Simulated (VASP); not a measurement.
# Pd (Fd-3m) in VASP: further runs, part 2 of 2

VASP 6.6.1. Earlier steps stand in the parts before.

## Step 4: Single point, PBEsol (volume scaled by 0.5)

File INCAR:

```
SYSTEM = Pd
PREC = Accurate ; ENCUT = 520
EDIFF = 1E-7 ; ISMEAR = -1
SIGMA = 0.05 ; LREAL = .FALSE.
LASPH = .TRUE. ; NELM = 100
ALGO = Normal ; ISIF = 2
LWAVE = .FALSE. ; LCHARG = .TRUE.
GGA = PS ; LELF = .TRUE.
LVHAR = .TRUE. ; NBANDS = 17
```

File KPOINTS:

```
Automatic mesh
0
G
  12 12 12
  0 0 0
```

File POSCAR:

```
Pd
1.0
    0.0000000000      2.2562545313      2.2562545313
    2.2562545313      0.0000000000      2.2562545313
    2.2562545313      2.2562545313      0.0000000000
Pd
2
Direct
   -0.1250000000     -0.1250000000     -0.1250000000
    0.1250000000      0.1250000000      0.1250000000
```

Potentials or basis: VASP PAW PBE potentials, release 64 (Pd).

The run is started by

```console
$ cat potpaw_PBE.64/Pd/POTCAR > POTCAR
$ mpirun -np 1 vasp_std > vasp.out
```

OUTCAR:

```text
SYSTEM = Pd
   PREC = Accurate
   ENCUT = 520
   EDIFF = 1E-7
   ISMEAR = -1
   LREAL = .FALSE.
   LASPH = .TRUE.
   NELM = 100
   ISIF = 2
   GGA = PS

 ion  position               nearest neighbor table
   1  0.875  0.875  0.875-   2 1.95   2 1.95   2 1.95   2 1.95
   2  0.125  0.125  0.125-   1 1.95   1 1.95   1 1.95   1 1.95

  LATTYP: Found a face centered cubic cell.
 ALAT       =     4.5125090626

  Lattice vectors:

 A1 = (   0.0000000000,   2.2562545313,   2.2562545313)
 A2 = (   2.2562545313,   0.0000000000,   2.2562545313)
 A3 = (   2.2562545313,   2.2562545313,   0.0000000000)

Analysis of symmetry for initial positions (statically):
=====================================================================
 Subroutine PRICEL returns:
 Original cell was already a primitive cell.

 Routine SETGRP: Setting up the symmetry group for a
 face centered cubic supercell.

 Subroutine GETGRP returns: Found 48 space group operations
 (whereof 12 operations were pure point group operations)
 out of a pool of 48 trial point group operations.

The static configuration has the point symmetry D_3d.
 The point group associated with its full space group is O_h .

Analysis of symmetry for dynamics (positions and initial velocities):
=====================================================================
 Subroutine PRICEL returns:
 Original cell was already a primitive cell.

 Routine SETGRP: Setting up the symmetry group for a
 face centered cubic supercell.

 Subroutine GETGRP returns: Found 48 space group operations
 (whereof 12 operations were pure point group operations)
 out of a pool of 48 trial point group operations.

The dynamic configuration has the point symmetry D_3d.
 The point group associated with its full space group is O_h .

 Subroutine INISYM returns: Found 48 space group operations
 (whereof 12 operations are pure point group operations),
 and found     1 'primitive' translations

[... 111 lines left out ...]
   IALGO  =     38    algorithm
   IMIX   =      4    mixing-type and parameters
     AMIX     =   0.40;   BMIX     =  1.00
     AMIX_MAG =   1.60;   BMIX_MAG =  1.00
  volume/ion in A,a.u.               =      11.49        77.51
  Fermi-wavevector in a.u.,A,eV,Ry     =   1.563220  2.954057 33.247964  2.443656
  Thomas-Fermi vector in A             =   2.666023
   LORBIT       =      0    0 simple, 1 ext, 2 COOP (PROOUT), +10 PAW based schemes
   GGA     = PS    functional components
   LHFCALC =     F    Hartree Fock is set to
   AEXX    =    0.0000 exact exchange contribution
   IVDW    =     0    specifies the selected vdW correction
   LEPSILON=     F    determine dielectric tensor
   LRPA    =     F    only Hartree local field effects (RPA)
 non-spin polarized calculation
  energy-cutoff  :      520.00
  volume of cell :       22.97
 maximum number of plane-waves:       636
   NGX = 11   NGY = 11   NGZ = 11

 number of electron      19.9999992 magnetization

 Free energy of the ion-electron system (eV)
  ---------------------------------------------------
  ext. energy  EPLUGINS =         0.00000000
  ---------------------------------------------------
  free energy    TOTEN  =         2.08997917 eV

  energy without entropy =        2.11051785  energy(sigma->0) =        2.10024851

 E-fermi :  16.1707     XC(G=0): -14.6283

 val. band max:       16.1657165101   @ k =  -0.4167   0.4167   0.0833
 cond. band min:      16.1718870060   @ k =  -0.3333   0.4167   0.1667
 fundamental gap:      0.0061704959
 Fermi energy:        16.1707048418

 k-point     1 :       0.0000    0.0000    0.0000
  band No.  band energies     occupation
      1       6.0627      2.00000
      2       6.2516      2.00000
      3       6.2516      2.00000
      4       7.8069      2.00000
      5       7.8069      2.00000
      6       7.8069      2.00000
[... 457 lines left out ...]
      4       8.3968      2.00000
      5       8.4759      2.00000
      6       9.7346      2.00000
[... 9 lines left out ...]
     16      34.7525      0.00000
     17      35.2963      0.00000

 [... further k-points ...]

------------------------ aborting loop because EDIFF is reached ----------------------------------------

  FORCE on cell =-STRESS in cart. coord.  units (eV):
  Direction    XX          YY          ZZ          XY          YZ          ZX
  --------------------------------------------------------------------------------------
  -------------------------------------------------------------------------------------
  Total       42.5976353     42.5976353     42.5976353     -0.0000000      0.0000000      0.0000000
  in kB     2970.9941975   2970.9941975   2970.9941975     -0.0000000      0.0000000      0.0000000
  external PRESSURE =    2970.9941975 kB  Pullay stress =       0.0000000 kB

 VOLUME and BASIS-vectors are now :
 -----------------------------------------------------------------------------
  energy-cutoff  :      520.00
  volume of cell :       22.97
      direct lattice vectors                 reciprocal lattice vectors
     0.000000000  2.256254531  2.256254531    -0.221606203  0.221606203  0.221606203
     2.256254531  0.000000000  2.256254531     0.221606203 -0.221606203  0.221606203
     2.256254531  2.256254531  0.000000000     0.221606203  0.221606203 -0.221606203

 POSITION                                       TOTAL-FORCE (eV/Angst)
 -----------------------------------------------------------------------------------
      3.94845      3.94845      3.94845        -0.000000      0.000000     -0.000000
      0.56406      0.56406      0.56406         0.000000     -0.000000      0.000000
 -----------------------------------------------------------------------------------
    total drift:                                0.000000      0.000000      0.000000

  FREE ENERGIE OF THE ION-ELECTRON SYSTEM (eV)
  ---------------------------------------------------
  free  energy   TOTEN  =         2.0899791710 eV

  energy  without entropy=        2.1105178510  energy(sigma->0) =        2.10024851
```

OSZICAR:

```text
N       E                     dE             d eps       ncg     rms          rms(c)
DAV:   1     0.129240950767E+03    0.12924E+03   -0.10772E+04  2448   0.122E+03
DAV:   2     0.345809622032E+01   -0.12578E+03   -0.12059E+03  2636   0.279E+02
DAV:   3     0.125577175149E+01   -0.22023E+01   -0.21966E+01  2985   0.408E+01
DAV:   4     0.124097513296E+01   -0.14797E-01   -0.14795E-01  3027   0.313E+00
DAV:   5     0.124075272758E+01   -0.22241E-03   -0.22240E-03  3027   0.394E-01    0.476E+01
DAV:   6     0.180419487028E+01    0.56344E+00   -0.19464E-01  3333   0.387E+00    0.289E+01
DAV:   7     0.208837379663E+01    0.28418E+00   -0.85442E-02  3421   0.211E+00    0.163E+00
DAV:   8     0.209000252596E+01    0.16287E-02   -0.16391E-02  2807   0.118E+00    0.157E-01
DAV:   9     0.209000064138E+01   -0.18846E-05   -0.54997E-04  3327   0.214E-01    0.951E-02
DAV:  10     0.208998030237E+01   -0.20339E-04   -0.53703E-05  3628   0.636E-02    0.687E-03
DAV:  11     0.208997875083E+01   -0.15515E-05   -0.17461E-06  2929   0.102E-02    0.408E-03
DAV:  12     0.208997910310E+01    0.35227E-06   -0.24670E-07  2631   0.422E-03    0.772E-04
DAV:  13     0.208997917101E+01    0.67909E-07   -0.74356E-09  1427   0.646E-04
   1 F= 0.20899792E+01 E0= 0.21002485E+01  d E =-.205387E-01
```

stdout:

```text
POSCAR found type information on POSCAR Pd
 POSCAR found :  1 types and       2 ions
 scaLAPACK will be used
 -----------------------------------------------------------------------------
|                                                                             |
|                                                                             |
|     You enforced a specific xc type in the INCAR file but a different       |
|     I HOPE YOU KNOW WHAT YOU ARE DOING!                                     |
|                                                                             |
 -----------------------------------------------------------------------------

 LDA part: xc-table for (Slater+PW92), standard interpolation
 POSCAR, INCAR and KPOINTS ok, starting setup
 FFT: planning ... GRIDC
 FFT: planning ... GRID_SOFT
 FFT: planning ... GRID
 WAVECAR not read
 entering main loop
```

Wall time 18 s (1 thread of Intel Xeon Platinum 8259CL at 2.50GHz (Skylake/Cascade Lake), shared host); peak memory 0.15 GiB.

Results:

| Property | Result |
| --- | --- |
| Free energy | 2.0900 eV |
| Pressure | 297.1 GPa |
| Band gap on the k mesh | zero (band 10 reaches 16.49 eV, above the bottom of band 11 at 15.34 eV) |

Levels at points of the mesh, in eV from the Fermi level:
| k point | band 6 | band 7 | band 8 | band 9 | band 10 | band 11 | band 12 | band 13 | band 14 | band 15 |
| --- | --- | --- | --- | --- | --- | --- | --- | --- | --- | --- |
| (0.00, 0.00, 0.00) | -8.36 | -3.88 | -3.88 | -3.88 | 0.04 | 0.04 | 13.80 | 14.19 | 14.19 | 14.19 |
| (0.50, 0.00, 0.00) | -7.00 | -2.68 | -2.68 | -2.62 | -0.84 | -0.84 | 2.46 | 11.04 | 14.32 | 14.32 |
| (0.50, 0.50, 0.00) | -5.69 | -4.06 | -4.06 | -0.42 | -0.42 | 2.64 | 2.64 | 5.65 | 5.65 | 14.13 |

Caveat: the PAW data sets were made with another functional, which shifts forces and pressure a little.
